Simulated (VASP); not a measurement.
Set up this calculation in VASP 6.6.1, as the native input.

```
Task                   : relaxation of cell and atoms
Functional             : PBE
Potentials or basis    : VASP PAW PBE potentials, release 64 (Hf_pv, Si, O)
Cutoff                 : 600 eV
k mesh                 : 8 × 8 × 6
Occupations            : fermi-dirac, width 0.02 eV
Spin                   : no spin polarisation
Dipole correction      : no
Further INCAR settings : ALGO = Normal; EDIFF = 1e-06; IBRION = 2; EDIFFG = -0.005; NSW = 80; ISIF = 3
```

The structure of HfSiO4 lies in POSCAR:

```
HfSiO4
1.0
    3.2475012800      0.0000000000      0.0000000000
    0.0000000000      3.2475012800      0.0000000000
    0.0000000000      0.0000000000      4.7204987800
Hf Si O
1 1 4
Direct
    0.5000000000      0.5000000000      0.5000000000
    0.0000000000      0.0000000000      0.0000000000
    0.5000000000      0.0000000000      0.6972078800
    0.0000000000      0.5000000000      0.8027921200
    0.0000000000      0.5000000000      0.3027921200
    0.5000000000      0.0000000000      0.1972078800
```

The input as run:

INCAR

```
SYSTEM = HfSiO4
ALGO = Normal
EDIFF = 1E-6
EDIFFG = -0.005
ENCUT = 600
GGA = PE
IBRION = 2
ISIF = 3
ISMEAR = -1
LASPH = .TRUE.
LCHARG = .FALSE.
LREAL = .FALSE.
LWAVE = .FALSE.
NELM = 100
NSW = 80
PREC = Accurate
SIGMA = 0.02
```

KPOINTS

```
k-points
0
G
  8 8 6
  0 0 0
```

Potentials or basis: VASP PAW PBE potentials, release 64 (Hf_pv, Si, O).

Command:

```sh
$ cat potpaw_PBE.64/Hf_pv/POTCAR potpaw_PBE.64/Si/POTCAR potpaw_PBE.64/O/POTCAR > POTCAR
$ mpirun -np 1 vasp_std > vasp.out
```

It gave:

- Relaxed volume: 10.30 Å³/atom
- Relaxed cell: a = 3.332 Å, b = 3.332 Å, c = 5.564 Å, α = 90.00°, β = 90.00°, γ = 90.00°
- Space group after relaxing (to 0.1 Å): P-4m2 (No. 115)
- Energy gained by relaxing: 447.9 meV/atom
- Ionic steps: 24
- Pressure after relaxing: 0.0 GPa
- Largest force after relaxing: 0.005 eV/Å
- Band gap on the k mesh: 2.21 eV (least direct gap 2.33 eV)

Caveat: the volume moved by over 15 % at a fixed basis, so the end points are rough; spin-orbit coupling is left out, which moves the levels of the heavy elements.

Run time: 21 min on 1 thread of Intel(R) Xeon(R) Platinum 8259CL CPU @ 2.50GHz (Skylake/Cascade Lake), with other jobs on the host, peak memory 0.25 GiB.
